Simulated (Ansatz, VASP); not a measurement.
## CuO: VASP beside Ansatz

```
CELL_PARAMETERS angstrom
3.28802 0.00000 0.00000
-1.64401 2.84751 0.00000
0.00000 0.00000 5.38502
ATOMIC_POSITIONS crystal
Cu 0.66667 0.33333 0.00000
Cu 0.33333 0.66667 0.50000
O 0.66667 0.33333 0.62520
O 0.33333 0.66667 0.12520
```

Alike in both runs: task electric field gradients; functional PBE; k mesh 9 × 9 × 5; occupations fermi-dirac, width 0.05 eV; no spin polarisation.

|  | VASP | Ansatz |
| --- | --- | --- |
| version | VASP 6.6.1 | Ansatz 0.2.0 |
| potentials or method | VASP PAW PBE potentials, release 64 (Cu, O), cutoff 520 eV | all-electron PAW datasets made for the crystal |

```tsv
	VASP	Ansatz	Ansatz less VASP
gap on the k mesh at the Fermi level (eV)	none	none	-
pressure (GPa)	-8.7	-9.1	-0.43
traceless stress, the component that is largest in VASP (GPa)	0.89	0.93	+0.042
rms of the force components (eV/Å)	0.042	0.042	+0.0004
size of Vzz on the site where it differs most (V/Å²)	6.3	6.1	-0.22
```

Atom by atom the forces differ by 0.000 eV/Å (rms over components). A gap of «none» marks a metal or a gap that the smearing closes. Ansatz ran all-electron here, and VASP with PAW potentials.
